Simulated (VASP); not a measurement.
Set up this calculation in VASP 6.6.1, as the native input.

```yaml
Task: single point
Functional: PBE
Potentials_or_basis: VASP PAW PBE potentials, release 64 (P)
Cutoff: 520 eV
k_mesh: 18 × 18 × 18
Occupations: fermi-dirac, width 0.08 eV
Spin: no spin polarisation
Dipole_correction: no
Further_INCAR_settings: ALGO = Normal; EDIFF = 1e-07; NBANDS = 8
```

The structure of P lies in POSCAR:

```
P
1.0
    0.0000000000      1.8143272144      1.8143272144
    1.8143272144      0.0000000000      1.8143272144
    1.8143272144      1.8143272144      0.0000000000
P
1
Direct
    0.0000000000      0.0000000000      0.0000000000
```

This isn't the form of P at room conditions, which is orthorhombic.

The input as run:

INCAR

```
SYSTEM = P
PREC = Accurate
ENCUT = 520
EDIFF = 1E-7
ISMEAR = -1
SIGMA = 0.08
LREAL = .False.
LASPH = .True.
NELM = 60
ALGO = Normal
ISIF = 2
LWAVE = .False.
LCHARG = .True.
GGA = PE
LELF = .True.
LVHAR = .True.
NBANDS = 8
```

KPOINTS

```
Automatic mesh
0
Gamma
  18 18 18
  0 0 0
```

Potentials or basis: VASP PAW PBE potentials, release 64 (P).

Launch:

```console
$ cat potpaw_PBE.64/P/POTCAR > POTCAR
$ mpirun -np 1 vasp_std > vasp.out
```

Results of the run:

* Pressure: 26.5 GPa
* Band gap on the k mesh: zero (an odd number of electrons rules out a gap without spin polarisation)

Caveat: the cell stands under pressure.

Wall time 6.7 s on 1 thread of Intel(R) Xeon(R) 6975P-C (Granite Rapids) (shared host), peak memory 0.12 GiB.
